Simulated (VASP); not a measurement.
# Sb in VASP: a series of runs, part 2 of 2

VASP 6.6.1.

## (5) Single point, PBEsol

This run uses another cell than the first one.

File INCAR:

```
  PREC = Accurate
  ENCUT = 400
  EDIFF = 1E-6
  ISMEAR = -1
  SIGMA = 0.02
  LREAL = False
  LASPH = True
  NELM = 120
  ALGO = Normal
  ISIF = 2
  LWAVE = False
  LCHARG = False
  LDIPOL = True
  IDIPOL = 3
  DIPOL = 0.5 0.5 0.345
  GGA = PS
  NBANDS = 22
  GGA_COMPAT = False
  NELMDL = -8
```

File KPOINTS:

```
regular mesh
0
Gamma
  6 6 1
```

File POSCAR:

```
Sb
1.0
    4.0534265527      0.0000000000      0.0000000000
   -2.0267132764      3.5103703670      0.0000000000
    0.0000000000      0.0000000000     26.8552477996
Sb
2
Direct
    0.3333333333      0.6666666667      0.3146442148
    0.6666666667      0.3333333333      0.3752628022
```

Potentials or basis: VASP PAW PBE potentials, release 64 (Sb_d_GW).

Started as:

```bash
$ cat potpaw_PBE.64/Sb_d_GW/POTCAR > POTCAR
$ mpirun -np 1 vasp_std > vasp.out
```

Wall time 96 s (1 thread of Intel Xeon Platinum 8259CL at 2.50GHz (Skylake/Cascade Lake), shared host); peak memory 0.36 GiB.

The run converged. Its results:

* Free energy: -8.7747 eV
* Band gap on the k mesh: 1.19 eV (least direct gap 1.66 eV)

Forces on the atoms (eV/Å):
```
Sb   0.000  0.000  0.003
Sb   0.000  0.000 -0.003
```

Levels at points of the mesh, in eV from the valence-band top:
```csv
k point,band 12,band 13,band 14,band 15,band 16,band 17,band 18,band 19
"(0.00, 0.00, 0.00)",-6.44,-0.75,0.00,0.00,1.66,2.83,2.83,4.32
"(0.50, 0.00, 0.00)",-7.93,-3.13,-1.65,-1.62,1.57,2.36,3.59,5.01
```

Caveat: the PAW data sets were made with another functional, which shifts forces and pressure a little; spin-orbit coupling is left out, which moves the levels of the heavy elements.

## (6) Single point, LDA

This run uses another cell than the first one.

File INCAR:

```
ALGO     = Normal         # electronic algorithm
DIPOL    = 0.5 0.5 0.345
EDIFF    = 1E-6           # SCF threshold, eV
ENCUT    = 400            # plane-wave cutoff, eV
GGA      = CA             # functional
GGA_COMPAT= False        
IDIPOL   = 3            
ISIF     = 2              # what is computed and relaxed
ISMEAR   = 0              # smearing method
LASPH    = True           # aspherical terms in the spheres
LCHARG   = True           # write CHGCAR
LDIPOL   = True         
LELF     = True           # ELF
LREAL    = False          # projectors in reciprocal space
LVACPOTAV= True         
LVHAR    = True         
LWAVE    = False          # write WAVECAR
NBANDS   = 22             # bands
NELM     = 120            # most SCF steps
NELMDL   = -8           
PREC     = Accurate       # precision mode
SIGMA    = 0.01           # smearing width, eV
```

File KPOINTS:

```
k-points
0
Gamma
  12 12 1
```

File POSCAR:

```
Sb
1.0
    4.1051830053      0.0000000000      0.0000000000
   -2.0525915027      3.5551927698      0.0000000000
    0.0000000000      0.0000000000     26.8552477996
Sb
2
Direct
    0.3333333333      0.6666666667      0.3149797942
    0.6666666667      0.3333333333      0.3749272228
```

Potentials or basis: VASP PAW LDA potentials, release 64 (Sb_d_GW).

Started as:

```bash
$ cat potpaw_LDA.64/Sb_d_GW/POTCAR > POTCAR
$ mpirun -np 1 vasp_std > vasp.out
```

Run time: 2.7 min. Hardware: 1 thread of Intel Xeon Platinum 8259CL at 2.50GHz (Skylake/Cascade Lake), shared host; peak memory 0.34 GiB.

It converged, with:

* Free energy: -9.1397 eV
* Largest force: 0.178 eV/Å
* Band gap on the k mesh: 1.30 eV (least direct gap 1.54 eV)

Forces on the atoms (eV/Å):
```
Sb   0.000  0.000  0.178
Sb   0.000  0.000 -0.178
```

Levels at points of the mesh, in eV from the valence-band top:
```
           k point  band 11  band 12  band 13  band 14  band 15  band 16  band 17  band 18  band 19  band 20
(0.00, 0.00, 0.00)   -11.36    -6.27    -0.51     0.00     0.00     1.54     2.83     2.83     4.56     4.86
(0.50, 0.00, 0.00)    -9.41    -7.81    -2.92    -1.56    -1.41     1.63     2.54     3.65     5.18     6.96
```

Caveat: spin-orbit coupling is left out, which moves the levels of the heavy elements.

## (7) Single point, LDA

This run uses another cell than the first one.

File INCAR:

```
PREC     = Accurate       # precision mode
ENCUT    = 400            # plane-wave cutoff, eV
EDIFF    = 1E-6           # SCF threshold, eV
ISMEAR   = -1             # smearing method
SIGMA    = 0.02           # smearing width, eV
LREAL    = False          # projectors in reciprocal space
LASPH    = True           # aspherical terms in the spheres
NELM     = 120            # most SCF steps
ALGO     = Normal         # electronic algorithm
ISIF     = 2              # what is computed and relaxed
LWAVE    = False          # write WAVECAR
LCHARG   = True           # write CHGCAR
LDIPOL   = True         
IDIPOL   = 3            
DIPOL    = 0.5 0.5 0.345
LELF     = True           # ELF
LVHAR    = True         
LVACPOTAV= True         
NBANDS   = 22             # bands
GGA_COMPAT= False        
NELMDL   = -8
```

File KPOINTS:

```
Automatic mesh
0
Gamma
  6 6 1
```

File POSCAR:

```
Sb
1.0
    4.0168873171      0.0000000000      0.0000000000
   -2.0084436585      3.4787264607      0.0000000000
    0.0000000000      0.0000000000     26.8552477996
Sb
2
Direct
    0.3333333333      0.6666666667      0.3148113270
    0.6666666667      0.3333333333      0.3750956900
```

Started as:

```bash
$ cat potpaw_LDA.64/Sb_d_GW/POTCAR > POTCAR
$ mpirun -np 1 vasp_std > vasp.out
```

It took 75 s on 1 thread of Intel Xeon Platinum 8259CL at 2.50GHz (Skylake/Cascade Lake), shared host; peak memory 0.29 GiB.

Results (log left out):

| Quantity | Value |
| --- | --- |
| Free energy | -9.1398 eV |
| Largest force | 0.014 eV/Å |
| Band gap on the k mesh | 1.14 eV (least direct gap 1.69 eV) |

Forces in eV/Å, atoms in the order of the input:
```
Sb   0.000  0.000 -0.014
Sb   0.000  0.000  0.014
```

Levels at points of the mesh, in eV from the valence-band top:
| k point | band 13 | band 14 | band 15 | band 16 | band 17 | band 18 |
| --- | --- | --- | --- | --- | --- | --- |
| (0.00, 0.00, 0.00) | -0.83 | 0.00 | 0.00 | 1.69 | 2.86 | 2.86 |
| (0.50, 0.00, 0.00) | -3.21 | -1.70 | -1.68 | 1.55 | 2.31 | 3.62 |

Caveat: spin-orbit coupling is left out, which moves the levels of the heavy elements.

## (8) Summary

| level | potentials or basis | cell | k mesh | cutoff (eV) | smearing | grid for exact exchange (PRECFOCK) | share of exact exchange | screening parameter | gap on the mesh (eV) | largest force (eV/Å) |
| --- | --- | --- | --- | --- | --- | --- | --- | --- | --- | --- |
| HSE06 | VASP PAW PBE potentials, release 64 (Sb) | a = 4.089, b = 4.089, c = 26.855 Å, angles 90.0, 90.0, 120.0°, 2 atoms, atomic positions A | 6 × 6 × 1 | 520 | fermi-dirac 0.02 eV | Normal | 0.25 | 0.2079 1/Å | 1.91 | 0.10 |
| HSE06 | VASP PAW PBE potentials, release 64 (Sb) | a = 4.105, b = 4.105, c = 26.855 Å, angles 90.0, 90.0, 120.0°, 2 atoms, atomic positions B | 6 × 6 × 1 | 520 | gaussian 0.01 eV | Normal | 0.25 | 0.2079 1/Å | 1.91 | 0.22 |
| PBE0 | VASP PAW PBE potentials, release 64 (Sb) | a = 4.105, b = 4.105, c = 26.855 Å, angles 90.0, 90.0, 120.0°, 2 atoms, atomic positions B | 6 × 6 × 1 | 520 | gaussian 0.01 eV | Normal | 0.25 | - | 2.55 | 0.25 |
| PBEsol | VASP PAW PBE potentials, release 64 (Sb_d_GW) | a = 4.053, b = 4.053, c = 26.855 Å, angles 90.0, 90.0, 120.0°, 2 atoms, atomic positions C | 6 × 6 × 1 | 400 | fermi-dirac 0.02 eV | - | - | - | 1.19 | - |
| LDA | VASP PAW LDA potentials, release 64 (Sb_d_GW) | a = 4.105, b = 4.105, c = 26.855 Å, angles 90.0, 90.0, 120.0°, 2 atoms, atomic positions B | 12 × 12 × 1 | 400 | gaussian 0.01 eV | - | - | - | 1.30 | 0.18 |
| LDA | VASP PAW LDA potentials, release 64 (Sb_d_GW) | a = 4.017, b = 4.017, c = 26.855 Å, angles 90.0, 90.0, 120.0°, 2 atoms, atomic positions D | 6 × 6 × 1 | 400 | fermi-dirac 0.02 eV | - | - | - | 1.14 | 0.01 |

Alike in all rows: task single point; no spin polarisation.

Caveats: spin-orbit coupling is left out, which moves the levels of the heavy elements; the PAW data sets were made with another functional, which shifts forces and pressure a little (at least some runs).

Absolute energies hang on the potentials; compare differences alone.
